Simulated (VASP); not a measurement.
## AlN: single point with PBEsol

Crystal: AlN.

```xyz
4
Lattice="3.1540 0.0000 0.0000 -1.5770 2.7314 0.0000 0.0000 0.0000 5.0465" Properties=species:S:1:pos:R:3 pbc="T T T"
Al    1.5770    0.9105    2.5233
Al    0.0000    1.8209    0.0000
N     1.5770    0.9105    4.4410
N     0.0000    1.8209    1.9177
```

```json
{
 "Program": "VASP 6.6.1",
 "Task": "single point",
 "Functional": "PBEsol",
 "Potentials or basis": "VASP PAW PBE potentials, release 64 (Al, N)",
 "Cutoff": "520 eV",
 "k mesh": "10 × 10 × 6",
 "Occupations": "fermi-dirac, width 0.05 eV",
 "Spin": "no spin polarisation"
}
```

```yaml
Pressure: -7.2 GPa
Largest_force: 0.104 eV/Å
Band_gap_on_the_k_mesh: 3.81 eV
```

Forces on the atoms (eV/Å):
```
Al   0.000  0.000 -0.104
Al   0.000  0.000 -0.104
N    0.000  0.000  0.104
N    0.000  0.000  0.104
```

Stress tensor (GPa, compression positive):
```
-7.72  0.00  0.00
 0.00 -7.72  0.00
 0.00  0.00 -6.03
```

Levels at points of the mesh, in eV from the valence-band top:
```csv
k point,band 5,band 6,band 7,band 8,band 9,band 10,band 11,band 12
"(0.00, 0.00, 0.00)",-0.82,-0.17,-0.17,0.00,3.81,6.24,10.20,10.78
"(0.50, 0.00, 0.00)",-3.27,-2.02,-1.74,-0.65,5.56,5.61,7.78,9.92
"(0.00, 0.00, 0.50)",-0.50,-0.50,-0.50,-0.50,6.06,6.06,9.92,9.92
"(0.50, 0.00, 0.50)",-1.41,-1.41,-1.33,-1.33,5.07,5.07,8.93,8.93
```

Run time: 48 s on 1 thread of Intel Xeon 8259CL (shared host), peak memory 0.17 GiB.

Caveat: the cell stands under tension; the PAW data sets were made with another functional, which shifts forces and pressure a little.
